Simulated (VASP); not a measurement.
# Ta4O (P4/mmm) in VASP: single point with PBE

Aim: the single point of Ta4O with PBE.

Program: VASP 6.6.1. These are calculated values, not measurements. Logs are shortened: lines on timing, memory, paths and dates and some standing lists are left out, and cuts for length are marked.

## 1. The cell of the first run

Symmetry: P4/mmm, No. 123, tetragonal system. The conventional cell has a = 3.255 Å, b = 3.255 Å, c = 7.397 Å, α = 90.00°, β = 90.00°, γ = 90.00°. Ta (site symmetry 4/mmm) has 4 O at 2.30 Å and 12 Ta at 3.11 to 3.25 Å within 3.3 Å. Within 2.9 Å of Ta (site symmetry 4mm) lie 1 O at 2.09 Å and 4 Ta at 2.81 Å. Within 3.7 Å of Ta (site symmetry 4/mmm) lie 14 Ta at 2.81 to 3.70 Å. O (site symmetry 4/mmm) has 6 Ta at 2.09 to 2.30 Å within 2.8 Å.

## 2. Single point, PBE

INCAR reads:

```
PREC = Accurate
ENCUT = 520
EDIFF = 1E-7
ISMEAR = 0
SIGMA = 0.15
LREAL = F
LASPH = T
NELM = 80
ALGO = Normal
ISIF = 2
LWAVE = F
LCHARG = F
GGA = PE
NBANDS = 33
```

KPOINTS reads:

```
Automatic mesh
0
Gamma
  10 10 6
```

POSCAR reads:

```
Ta4O
1.0
    3.2548188513     -0.0000067670     -0.0000014350
   -0.0000067670      3.2547534063      0.0000315455
   -0.0000032606      0.0000716781      7.3970375408
Ta O
4 1
Direct
    0.0000026472     -0.0000023028      0.4999989842
    0.4999982232      0.5000037319      0.7828447273
    0.4999997294      0.4999913219      0.2171559983
   -0.0000003817     -0.0000086832      0.0000004485
    0.4999997820      0.5000159322      0.4999998418
```

Potentials or basis: VASP PAW PBE potentials, release 64 (Ta_pv, O).

Run with:

```sh
cat potpaw_PBE.64/Ta_pv/POTCAR potpaw_PBE.64/O/POTCAR > POTCAR
mpirun -np 1 vasp_std > vasp.out
```

OUTCAR:

```text
PREC = Accurate
   ENCUT = 520
   EDIFF = 1E-7
   ISMEAR = 0
   LREAL = F
   LASPH = T
   NELM = 80
   ISIF = 2
   GGA = PE

 ion  position               nearest neighbor table
   1  0.000  1.000  0.500-   5 2.30   5 2.30   5 2.30   5 2.30   3 3.11   3 3.11   2 3.11   2 3.11
                             3 3.11   3 3.11   2 3.11   2 3.11
   2  0.500  0.500  0.783-   5 2.09   4 2.81   4 2.81   4 2.81   4 2.81   1 3.11   1 3.11   1 3.11
                             1 3.11   3 3.21
   3  0.500  0.500  0.217-   5 2.09   4 2.81   4 2.81   4 2.81   4 2.81   1 3.11   1 3.11   1 3.11
                             1 3.11   2 3.21
   4  1.000  1.000  0.000-   3 2.81   3 2.81   2 2.81   2 2.81   2 2.81   2 2.81   3 2.81   3 2.81

   5  0.500  0.500  0.500-   3 2.09   2 2.09   1 2.30   1 2.30   1 2.30   1 2.30

  LATTYP: Found a simple monoclinic cell.
 ALAT       =     3.2547534065
 B/A-ratio  =     1.0000201075
 C/A-ratio  =     2.2726875488
 COS(beta)  =    -0.0000193822

  Lattice vectors:

 A1 = (  -0.0000067670,   3.2547534063,   0.0000315455)
 A2 = (   3.2548188513,  -0.0000067670,  -0.0000014350)
 A3 = (   0.0000032606,  -0.0000716781,  -7.3970375408)

Analysis of symmetry for initial positions (statically):
=====================================================================
 Subroutine PRICEL returns:
 Original cell was already a primitive cell.

 Routine SETGRP: Setting up the symmetry group for a
 simple monoclinic supercell.

 Subroutine GETGRP returns: Found  2 space group operations
 (whereof  2 operations were pure point group operations)
 out of a pool of  4 trial point group operations.

The static configuration has the point symmetry C_1h.

Analysis of symmetry for dynamics (positions and initial velocities):
=====================================================================
 Subroutine PRICEL returns:
 Original cell was already a primitive cell.

 Routine SETGRP: Setting up the symmetry group for a
 simple monoclinic supercell.

 Subroutine GETGRP returns: Found  2 space group operations
 (whereof  2 operations were pure point group operations)
 out of a pool of  4 trial point group operations.

The dynamic configuration has the point symmetry C_1h.

 Subroutine INISYM returns: Found  2 space group operations
 (whereof  2 operations are pure point group operations),
 and found     1 'primitive' translations

----------------------------------------------------------------------------------------

                                     Primitive cell

  volume of cell :      78.3615

  direct lattice vectors                    reciprocal lattice vectors
     3.254818851 -0.000006767 -0.000001435     0.307236761  0.000000639  0.000000135
    -0.000006767  3.254753406  0.000031545     0.000000639  0.307242938 -0.000002977
    -0.000003261  0.000071678  7.397037541     0.000000060 -0.000001310  0.135189256

  length of vectors
     3.254818851  3.254753406  7.397037541     0.307236761  0.307242938  0.135189256

  position of ions in fractional coordinates (direct lattice)
     0.000002647  0.999997697  0.499998984
     0.499998223  0.500003732  0.782844727
     0.499999729  0.499991322  0.217155998
     0.999999618  0.999991317  0.000000449
     0.499999782  0.500015932  0.499999842

  ion indices of the primitive-cell ions
   primitive index   ion index
                 1           1
                 2           2
                 3           3
                 4           4
                 5           5

----------------------------------------------------------------------------------------

 KPOINTS: Automatic mesh

Automatic generation of k-mesh.
 Grid dimensions read from file:
 generate k-points for:   10   10    6

 Generating k-lattice:

  Cartesian coordinates                     Fractional coordinates (reciprocal lattice)
     0.030723676  0.000000064  0.000000014     0.100000000  0.000000000  0.000000000
     0.000000064  0.030724294 -0.000000298     0.000000000  0.100000000 -0.000000000
     0.000000010 -0.000000218  0.022531543     0.000000000 -0.000000000  0.166666667

  Length of vectors
     0.030723676  0.030724294  0.022531543

  Shift w.r.t. Gamma in fractional coordinates (k-lattice)
     0.000000000  0.000000000  0.000000000

 Subroutine IBZKPT returns following result:
 ===========================================

 Found    192 irreducible k-points:

 Following reciprocal coordinates:
            Coordinates               Weight
  0.000000  0.000000  0.000000      1.000000
  0.100000 -0.000000  0.000000      2.000000
  0.200000 -0.000000  0.000000      2.000000
  0.300000 -0.000000  0.000000      2.000000
  0.400000 -0.000000  0.000000      2.000000
  0.500000  0.000000 -0.000000      1.000000
[... 16 lines left out ...]
  0.400000  0.300000 -0.000000      4.000000
  0.500000  0.300000 -0.000000      2.000000
 [... further k-points ...]
   k-points           NKPTS =    192   k-points in BZ     NKDIM =    192   number of bands    NBANDS=     33
   number of dos      NEDOS =    301   number of ions     NIONS =      5
   total plane-waves  NPLWV =  32256
   dimension x,y,z NGX =    24 NGY =   24 NGZ =   56
   dimension x,y,z NGXF=    48 NGYF=   48 NGZF=  112
   ions per type =               4   1
   NGX,Y,Z   is equivalent  to a cutoff of  12.26, 12.26, 12.59 a.u.
   NGXF,Y,Z  is equivalent  to a cutoff of  24.52, 24.52, 25.17 a.u.
 SYSTEM =  unknown system
   PREC   = accura    normal or accurate (medium, high low for compatibility)
   ISTART =      0    job   : 0-new  1-cont  2-samecut
   ICHARG =      2    charge: 1-file 2-atom 10-const
   ISPIN  =      1    spin polarized calculation?
   LNONCOLLINEAR =      F non collinear calculations
   LSORBIT =      F    spin-orbit coupling
   LASPH  =      T    aspherical Exc in radial PAW
   ENCUT  =  520.0 eV  38.22 Ry    6.18 a.u.   6.05  6.05 13.75*2*pi/ulx,y,z
   NELM   =     80;   NELMIN=  2; NELMDL= -5     # of ELM steps
   EDIFF  = 0.1E-06   stopping-criterion for ELM
   LREAL  =      F    real-space projection
   EDIFFG = 0.1E-05   stopping-criterion for IOM
   NSW    =      0    number of steps for IOM
   IBRION =     -1    ionic relax: 0-MD 1-quasi-New 2-CG
   NFREE  =      0    steps in history (QN), initial steepest desc. (CG)
   ISIF   =      2    stress and relaxation
   ISYM   =      2    0-nonsym 1-usesym 2-fastsym
   POTIM  = 0.5000    time-step for ionic-motion
   TEBEG  =    0.0;   TEEND  =   0.0 temperature during run
   PSTRESS=    0.0 pullay stress
   NELECT =      50.0000    total number of electrons
   NUPDOWN=      -1.0000    fix difference up-down
   EMIN   =  10.00;   EMAX   =-10.00  energy-range for DOS
   EFERMI =   0.00;   METHOD = LEGACY
   ISMEAR =     0;   SIGMA  =   0.15  broadening in eV -4-tet -1-fermi 0-gaus
   EFERMI_NEDOS =   21; number of points for ismear=-14 and -15
   IALGO  =     38    algorithm
   IMIX   =      4    mixing-type and parameters
     AMIX     =   0.40;   BMIX     =  1.00
     AMIX_MAG =   1.60;   BMIX_MAG =  1.00
  volume/ion in A,a.u.               =      15.67       105.76
  Fermi-wavevector in a.u.,A,eV,Ry     =   1.409388  2.663357 27.026268  1.986375
  Thomas-Fermi vector in A             =   2.531449
   LORBIT       =      0    0 simple, 1 ext, 2 COOP (PROOUT), +10 PAW based schemes
   GGA     = PE    functional components
   LHFCALC =     F    Hartree Fock is set to
   AEXX    =    0.0000 exact exchange contribution
   IVDW    =     0    specifies the selected vdW correction
   LEPSILON=     F    determine dielectric tensor
   LRPA    =     F    only Hartree local field effects (RPA)
 non-spin polarized calculation
 Gauss-broadening in eV      SIGMA  =   0.15
  energy-cutoff  :      520.00
  volume of cell :       78.36
 maximum number of plane-waves:      2144
   NGX = 13   NGY = 13   NGZ = 27

 number of electron      50.0000003 magnetization

 Free energy of the ion-electron system (eV)
  ---------------------------------------------------
  ext. energy  EPLUGINS =         0.00000000
  ---------------------------------------------------
  free energy    TOTEN  =       -55.10207078 eV

  energy without entropy =      -55.07999053  energy(sigma->0) =      -55.09103065

 E-fermi :   6.4597     XC(G=0): -12.6173

 val. band max:        6.4565188475   @ k =   0.2000   0.0000   0.5000
 cond. band min:       6.4726959993   @ k =   0.5000   0.5000   0.5000
 fundamental gap:      0.0161771518
 Fermi energy:         6.4596703396

 k-point     1 :       0.0000    0.0000    0.0000
  band No.  band energies     occupation
      1     -29.1426      2.00000
      2     -29.1425      2.00000
      3     -28.7617      2.00000
      4     -28.1927      2.00000
      5     -28.0657      2.00000
      6     -27.8530      2.00000
[... 25 lines left out ...]
     32       8.1378      0.00000
     33       8.8999      0.00000

 k-point     2 :       0.1000   -0.0000    0.0000
  band No.  band energies     occupation
      1     -29.1795      2.00000
      2     -29.1384      2.00000
      3     -28.7563      2.00000
      4     -28.2046      2.00000
      5     -28.0740      2.00000
      6     -27.8558      2.00000
[... 25 lines left out ...]
     32       8.7205      0.00000
     33       9.2711      0.00000

 k-point     3 :       0.2000   -0.0000    0.0000
  band No.  band energies     occupation
      1     -29.2730      2.00000
      2     -29.1275      2.00000
      3     -28.7445      2.00000
      4     -28.2339      2.00000
      5     -28.0958      2.00000
      6     -27.8714      2.00000
[... 25 lines left out ...]
     32       9.1242      0.00000
     33       9.2698      0.00000

 k-point     4 :       0.3000   -0.0000    0.0000
  band No.  band energies     occupation
      1     -29.3831      2.00000
      2     -29.1139      2.00000
      3     -28.7358      2.00000
      4     -28.2656      2.00000
      5     -28.1192      2.00000
      6     -27.9075      2.00000
[... 25 lines left out ...]
     32       9.2505      0.00000
     33       9.9737      0.00000

 k-point     5 :       0.4000   -0.0000    0.0000
  band No.  band energies     occupation
      1     -29.4686      2.00000
      2     -29.1030      2.00000
      3     -28.7355      2.00000
      4     -28.2865      2.00000
      5     -28.1282      2.00000
      6     -27.9578      2.00000
[... 604 lines left out ...]
 k-point    22 :       0.3000    0.3000   -0.0000
  band No.  band energies     occupation
      1     -29.3396      2.00000
      2     -29.2975      2.00000
      3     -28.6979      2.00000
      4     -28.2273      2.00000
      5     -28.0564      2.00000
      6     -28.0321      2.00000
[... 25 lines left out ...]
     32       9.6602      0.00000
     33      10.4786      0.00000

 k-point    23 :       0.4000    0.3000   -0.0000
  band No.  band energies     occupation
      1     -29.3938      2.00000
      2     -29.2924      2.00000
      3     -28.6843      2.00000
      4     -28.2425      2.00000
      5     -28.0868      2.00000
      6     -28.0138      2.00000
[... 25 lines left out ...]
     32      10.2070      0.00000
     33      10.4349      0.00000

 k-point    24 :       0.5000    0.3000   -0.0000
  band No.  band energies     occupation
      1     -29.4199      2.00000
      2     -29.2845      2.00000
      3     -28.6794      2.00000
      4     -28.2542      2.00000
      5     -28.0953      2.00000
      6     -28.0151      2.00000
[... 25 lines left out ...]
     32      10.3491      0.00000
     33      10.4596      0.00000

 [... further k-points ...]

------------------------ aborting loop because EDIFF is reached ----------------------------------------

  FORCE on cell =-STRESS in cart. coord.  units (eV):
  Direction    XX          YY          ZZ          XY          YZ          ZX
  --------------------------------------------------------------------------------------
  -------------------------------------------------------------------------------------
  Total        0.0813308      0.0827633      0.1892213     -0.0000003     -0.0003549     -0.0000001
  in kB        1.6628876      1.6921769      3.8688132     -0.0000070     -0.0072559     -0.0000024
  external PRESSURE =       2.4079592 kB  Pullay stress =       0.0000000 kB

 VOLUME and BASIS-vectors are now :
 -----------------------------------------------------------------------------
  energy-cutoff  :      520.00
  volume of cell :       78.36
      direct lattice vectors                 reciprocal lattice vectors
     3.254818851 -0.000006767 -0.000001435     0.307236761  0.000000639  0.000000135
    -0.000006767  3.254753406  0.000031545     0.000000639  0.307242938 -0.000002977
    -0.000003261  0.000071678  7.397037541     0.000000060 -0.000001310  0.135189256

 POSITION                                       TOTAL-FORCE (eV/Angst)
 -----------------------------------------------------------------------------------
      0.00000      3.25478      3.69854        -0.000000      0.000147      0.000060
      1.62740      1.62744      5.79075        -0.000000     -0.000179      0.037376
      1.62740      1.62736      1.60633         0.000000     -0.000060     -0.037497
      3.25481      3.25472      0.00003        -0.000000      0.000218     -0.000028
      1.62740      1.62746      3.69853         0.000000     -0.000126      0.000088
 -----------------------------------------------------------------------------------
    total drift:                                0.001721     -0.000002     -0.000015

  FREE ENERGIE OF THE ION-ELECTRON SYSTEM (eV)
  ---------------------------------------------------
  free  energy   TOTEN  =       -55.1020707760 eV

  energy  without entropy=      -55.0799905294  energy(sigma->0) =      -55.09103065
```

Run time: 6.5 min. Hardware: 1 thread of Intel Xeon Platinum 8259CL at 2.50GHz (Skylake/Cascade Lake), shared host; peak memory 0.46 GiB.

What came out:

- Free energy: -55.1021 eV
- Pressure: 0.2 GPa
- Largest force: 0.037 eV/Å
- Band gap on the k mesh: zero (bands 25 and 26 overlap by 0.90 eV)

Forces on the atoms (eV/Å):
```
Ta   0.000  0.000  0.000
Ta   0.000  0.000  0.037
Ta   0.000  0.000 -0.037
Ta   0.000  0.000  0.000
O    0.000  0.000  0.000
```

Stress tensor (GPa, compression positive):
```
0.17 0.00 0.00
0.00 0.17 0.00
0.00 0.00 0.39
```

Levels at points of the mesh, in eV from the Fermi level:
| k point | band 21 | band 22 | band 23 | band 24 | band 25 | band 26 | band 27 | band 28 | band 29 | band 30 |
| --- | --- | --- | --- | --- | --- | --- | --- | --- | --- | --- |
| (0.00, 0.00, 0.00) | -2.63 | -1.57 | -0.47 | -0.47 | -0.22 | 0.50 | 1.02 | 1.02 | 1.31 | 1.63 |
| (0.50, 0.00, 0.00) | -1.49 | -1.11 | -0.93 | -0.68 | 0.19 | 0.89 | 0.90 | 1.30 | 1.71 | 1.96 |
| (0.00, 0.50, 0.00) | -1.50 | -1.11 | -0.93 | -0.68 | 0.19 | 0.89 | 0.90 | 1.30 | 1.71 | 1.96 |
| (0.50, 0.50, 0.00) | -2.05 | -1.52 | -1.52 | -0.67 | -0.67 | 1.63 | 2.39 | 2.74 | 2.74 | 3.15 |
| (0.00, 0.00, 0.50) | -3.50 | -0.57 | -0.55 | -0.55 | 0.14 | 0.68 | 0.68 | 0.78 | 1.06 | 1.81 |
| (0.50, 0.00, 0.50) | -1.71 | -1.18 | -1.02 | -0.65 | -0.46 | 1.00 | 1.29 | 1.56 | 1.82 | 2.31 |
| (0.00, 0.50, 0.50) | -1.71 | -1.18 | -1.02 | -0.65 | -0.46 | 1.00 | 1.29 | 1.56 | 1.82 | 2.31 |
| (0.50, 0.50, 0.50) | -2.74 | -1.71 | -1.71 | 0.01 | 0.01 | 1.62 | 1.91 | 1.91 | 2.91 | 3.15 |

Caveat: spin-orbit coupling is left out, which moves the levels of the heavy elements.
